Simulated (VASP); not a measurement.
# ZnS (scan) (P6_3mc) in VASP: a series of runs

The runs below take ZnS (scan) through single point, relaxation of cell and atoms, with r2SCAN.

Program: VASP 6.6.1. These are calculated values, not measurements. Logs are shortened: lines on timing, memory, paths and dates and some standing lists are left out, and cuts for length are marked.

## Step 1: The cell of the first run

Symmetry: P6_3mc, No. 186, hexagonal system. Conventional cell: a = 3.807 Å, b = 3.807 Å, c = 6.246 Å, α = 90.00°, β = 90.00°, γ = 120.00°. Zn (site symmetry 3m) has 4 S at 2.33 to 2.34 Å within 3.1 Å. S (site symmetry 3m) has 4 Zn at 2.33 to 2.34 Å within 3.1 Å.

## Step 2: Single point, r2SCAN

POSCAR reads:

```
ZnS
1.0
    3.8074180658      0.0000000000      0.0000000000
   -1.9037090329      3.2973207678      0.0000000000
    0.0000000000      0.0000000000      6.2459874042
Zn S
2 2
Direct
    0.3333333333      0.6666666667      0.0003473313
    0.6666666667      0.3333333333      0.5003473313
    0.3333333333      0.6666666667      0.3746526687
    0.6666666667      0.3333333333      0.8746526687
```

INCAR.step1 reads:

```
SYSTEM = ZnS
PREC = Accurate
ENCUT = 520
ISMEAR = 0
SIGMA = 0.02
LREAL = .False.
LASPH = .True.
NELM = 100
NBANDS = 26
GGA = PE
ALGO = Normal
EDIFF = 1E-4
LWAVE = .True.
LCHARG = .False.
```

INCAR.step2 reads:

```
SYSTEM = ZnS
PREC = Accurate
ENCUT = 520
EDIFF = 1E-6
ISMEAR = 0
SIGMA = 0.02
LREAL = .False.
LASPH = .True.
NELM = 100
ALGO = Normal
ISIF = 2
LWAVE = .False.
LCHARG = .False.
METAGGA = R2SCAN
LMIXTAU = .True.
NBANDS = 26
ISTART = 1
```

KPOINTS reads:

```
regular mesh
0
Gamma
  6 6 4
  0 0 0
```

Potentials or basis: VASP PAW PBE potentials, release 64 (Zn, S).

The run is started by

```bash
cat potpaw_PBE.64/Zn/POTCAR potpaw_PBE.64/S/POTCAR > POTCAR
cp INCAR.step1 INCAR
mpirun -np 1 vasp_std > vasp.out
cp INCAR.step2 INCAR
mpirun -np 1 vasp_std > vasp.out
```

OUTCAR:

```text
SYSTEM = ZnS
   PREC = Accurate
   ENCUT = 520
   EDIFF = 1E-6
   ISMEAR = 0
   LREAL = .False.
   LASPH = .True.
   NELM = 100
   ISIF = 2
   METAGGA = R2SCAN
   ISTART = 1

 ion  position               nearest neighbor table
   1  0.333  0.667  0.000-   4 2.33   4 2.33   4 2.33   3 2.34
   2  0.667  0.333  0.500-   3 2.33   3 2.33   3 2.33   4 2.34
   3  0.333  0.667  0.375-   2 2.33   2 2.33   2 2.33   1 2.34
   4  0.667  0.333  0.875-   1 2.33   1 2.33   1 2.33   2 2.34

  LATTYP: Found a hexagonal cell.
 ALAT       =     3.8074180658
 C/A-ratio  =     1.6404784808

  Lattice vectors:

 A1 = (   3.8074180658,   0.0000000000,   0.0000000000)
 A2 = (  -1.9037090329,   3.2973207678,   0.0000000000)
 A3 = (   0.0000000000,   0.0000000000,   6.2459874042)

Analysis of symmetry for initial positions (statically):
=====================================================================
 Subroutine PRICEL returns:
 Original cell was already a primitive cell.

 Routine SETGRP: Setting up the symmetry group for a
 hexagonal supercell.

 Subroutine GETGRP returns: Found 12 space group operations
 (whereof  6 operations were pure point group operations)
 out of a pool of 24 trial point group operations.

The static configuration has the point symmetry C_3v.
 The point group associated with its full space group is C_6v.

Analysis of symmetry for dynamics (positions and initial velocities):
=====================================================================
 Subroutine PRICEL returns:
 Original cell was already a primitive cell.

 Routine SETGRP: Setting up the symmetry group for a
 hexagonal supercell.

 Subroutine GETGRP returns: Found 12 space group operations
 (whereof  6 operations were pure point group operations)
 out of a pool of 24 trial point group operations.

The dynamic configuration has the point symmetry C_3v.
 The point group associated with its full space group is C_6v.

 Subroutine INISYM returns: Found 12 space group operations
 (whereof  6 operations are pure point group operations),
 and found     1 'primitive' translations

----------------------------------------------------------------------------------------

                                     Primitive cell

  volume of cell :      78.4139

  direct lattice vectors                    reciprocal lattice vectors
     3.807418066  0.000000000  0.000000000     0.262645179  0.151638265  0.000000000
    -1.903709033  3.297320768  0.000000000     0.000000000  0.303276530  0.000000000
     0.000000000  0.000000000  6.245987404     0.000000000  0.000000000  0.160102788

  length of vectors
[... 83 lines left out ...]
   LREAL  =      F    real-space projection
   EDIFFG = 0.1E-04   stopping-criterion for IOM
   NSW    =      0    number of steps for IOM
   IBRION =     -1    ionic relax: 0-MD 1-quasi-New 2-CG
   NFREE  =      0    steps in history (QN), initial steepest desc. (CG)
   ISIF   =      2    stress and relaxation
   ISYM   =      2    0-nonsym 1-usesym 2-fastsym
   POTIM  = 0.5000    time-step for ionic-motion
   TEBEG  =    0.0;   TEEND  =   0.0 temperature during run
   PSTRESS=    0.0 pullay stress
   NELECT =      36.0000    total number of electrons
   NUPDOWN=      -1.0000    fix difference up-down
   EMIN   =  10.00;   EMAX   =-10.00  energy-range for DOS
   EFERMI =   0.00;   METHOD = LEGACY
   ISMEAR =     0;   SIGMA  =   0.02  broadening in eV -4-tet -1-fermi 0-gaus
   EFERMI_NEDOS =   21; number of points for ismear=-14 and -15
   IALGO  =     38    algorithm
   IMIX   =      4    mixing-type and parameters
     AMIX     =   0.40;   BMIX     =  1.00
     AMIX_MAG =   1.60;   BMIX_MAG =  1.00
  volume/ion in A,a.u.               =      19.60       132.29
  Fermi-wavevector in a.u.,A,eV,Ry     =   1.262926  2.386585 21.701062  1.594983
  Thomas-Fermi vector in A             =   2.396310
   LORBIT       =      0    0 simple, 1 ext, 2 COOP (PROOUT), +10 PAW based schemes
   METAGGA = R2SCAN    functional components
   LHFCALC =     F    Hartree Fock is set to
   AEXX    =    0.0000 exact exchange contribution
   IVDW    =     0    specifies the selected vdW correction
   LEPSILON=     F    determine dielectric tensor
   LRPA    =     F    only Hartree local field effects (RPA)
 non-spin polarized calculation
 Gauss-broadening in eV      SIGMA  =   0.02
  energy-cutoff  :      520.00
  volume of cell :       78.41
 maximum number of plane-waves:      2130
   NGX = 15   NGY = 15   NGZ = 23

 number of electron      35.9999979 magnetization

 Free energy of the ion-electron system (eV)
  ---------------------------------------------------
  ext. energy  EPLUGINS =         0.00000000
  ---------------------------------------------------
  free energy    TOTEN  =       -37.72117729 eV

  energy without entropy =      -37.72117729  energy(sigma->0) =      -37.72117729

 E-fermi :   2.0233     XC(G=0): -10.3086

 val. band max:        1.9108814296   @ k =   0.0000   0.0000   0.0000
 cond. band min:       4.6948970832   @ k =   0.0000   0.0000   0.0000
 fundamental gap:      2.7840156536
 Fermi energy:         2.0232898679

 k-point     1 :       0.0000    0.0000    0.0000
  band No.  band energies     occupation
      1     -11.8357      2.00000
      2     -10.8761      2.00000
      3      -4.6211      2.00000
      4      -4.6061      2.00000
      5      -4.6061      2.00000
      6      -4.5153      2.00000
[... 598 lines left out ...]
     25      12.1545      0.00000
     26      12.1545      0.00000

------------------------ aborting loop because EDIFF is reached ----------------------------------------

  FORCE on cell =-STRESS in cart. coord.  units (eV):
  Direction    XX          YY          ZZ          XY          YZ          ZX
  --------------------------------------------------------------------------------------
  -------------------------------------------------------------------------------------
  Total        0.0195442      0.0195442      0.0030450      0.0000000      0.0000000      0.0000000
  in kB        0.3993324      0.3993324      0.0622158      0.0000000      0.0000000      0.0000000
  external PRESSURE =       0.2869602 kB  Pullay stress =       0.0000000 kB

 VOLUME and BASIS-vectors are now :
 -----------------------------------------------------------------------------
  energy-cutoff  :      520.00
  volume of cell :       78.41
      direct lattice vectors                 reciprocal lattice vectors
     3.807418066  0.000000000  0.000000000     0.262645179  0.151638265  0.000000000
    -1.903709033  3.297320768  0.000000000     0.000000000  0.303276530  0.000000000
     0.000000000  0.000000000  6.245987404     0.000000000  0.000000000  0.160102788

 POSITION                                       TOTAL-FORCE (eV/Angst)
 -----------------------------------------------------------------------------------
     -0.00000      2.19821      0.00217        -0.000000      0.000000     -0.003273
      1.90371      1.09911      3.12516        -0.000000     -0.000000     -0.003273
     -0.00000      2.19821      2.34008         0.000000     -0.000000      0.003273
      1.90371      1.09911      5.46307         0.000000      0.000000      0.003273
 -----------------------------------------------------------------------------------
    total drift:                               -0.000000     -0.000000     -0.015862

  FREE ENERGIE OF THE ION-ELECTRON SYSTEM (eV)
  ---------------------------------------------------
  free  energy   TOTEN  =       -37.7211772893 eV

  energy  without entropy=      -37.7211772893  energy(sigma->0) =      -37.72117729
```

Wall time 2.7 min (1 thread of AMD EPYC 7R13 (Zen 3), shared host); peak memory 0.18 GiB.

Results:

```yaml
Free_energy: -37.7212 eV
Pressure: 0.0 GPa
Largest_force: 0.003 eV/Å
Band_gap_on_the_k_mesh: 2.78 eV, direct
```

Forces in eV/Å, atoms in the order of the input:
```
Zn   0.000  0.000 -0.003
Zn   0.000  0.000 -0.003
S    0.000  0.000  0.003
S    0.000  0.000  0.003
```

Levels at points of the mesh, in eV from the valence-band top:
| k point | band 14 | band 15 | band 16 | band 17 | band 18 | band 19 | band 20 | band 21 | band 22 | band 23 |
| --- | --- | --- | --- | --- | --- | --- | --- | --- | --- | --- |
| (0.00, 0.00, 0.00) | -0.92 | -0.92 | -0.08 | 0.00 | 0.00 | 2.78 | 3.62 | 6.80 | 6.80 | 7.08 |
| (0.50, 0.00, 0.00) | -4.18 | -3.35 | -2.31 | -1.72 | -0.91 | 4.04 | 4.77 | 5.45 | 7.37 | 7.99 |
| (0.00, 0.00, 0.50) | -2.90 | -0.48 | -0.48 | -0.48 | -0.48 | 4.11 | 4.11 | 7.26 | 7.26 | 7.26 |
| (0.50, 0.00, 0.50) | -4.95 | -1.68 | -1.68 | -1.66 | -1.66 | 3.96 | 3.96 | 5.66 | 5.66 | 9.38 |

Caveat: the PAW data sets were made with another functional, which shifts forces and pressure a little. r2SCAN opens gaps a little over a GGA but as a rule still falls short of measured ones.

[end of part 1 of 2]
